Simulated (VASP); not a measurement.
**Ni: single point with LDA**

The system is Ni.

```
Ni
1.0
    -1.78100   -3.56200   -1.78100
    -1.78100    0.00000   -1.78100
     1.78100    0.00000   -1.78100
Ni
2
Direct
  0.00000 0.00000 0.00000
  0.50000 0.00000 0.50000
```

| Item | Value |
| --- | --- |
| Program | VASP 6.6.1 |
| Task | single point |
| Functional | LDA |
| Potentials or basis | VASP PAW LDA potentials, release 64 (Ni) |
| Cutoff | 520 eV |
| k mesh | 8 × 13 × 11 |
| Occupations | gaussian, width 0.1 eV |
| Spin | collinear spin, ferromagnetic start |
| Starting moments | [2.0, 2.0] μB |

The pressure is -22.6 GPa. The net moment is 1.22 μB per cell and the site moments are Ni +0.62 μB. The valence electrons inside the program's atomic spheres are Ni 9.26.

Levels at points of the mesh, in eV from the Fermi level:
Spin up:
| k point | band 8 | band 9 | band 10 | band 11 | band 12 | band 13 | band 14 | band 15 |
| --- | --- | --- | --- | --- | --- | --- | --- | --- |
| (0.00, 0.00, 0.00) | -1.16 | -0.48 | -0.38 | -0.38 | 2.44 | 8.94 | 14.43 | 14.43 |
| (0.50, 0.00, 0.00) | -1.45 | -1.45 | -1.45 | -0.83 | -0.83 | 18.74 | 18.74 | 18.74 |
Spin down:
```tsv
k point	band 6	band 7	band 8	band 9	band 10	band 11	band 12	band 13	band 14	band 15
(0.00, 0.00, 0.00)	-1.63	-0.59	-0.59	0.11	0.33	0.33	2.48	9.21	14.50	14.50
(0.50, 0.00, 0.00)	-1.25	-0.80	-0.80	-0.80	-0.80	-0.25	-0.25	18.86	18.86	18.86
```

It took 5.5 min on 1 thread of Intel(R) Xeon(R) Platinum 8488C (Sapphire Rapids) (shared host), peak memory 0.43 GiB.

Caveat: the cell stands under tension.
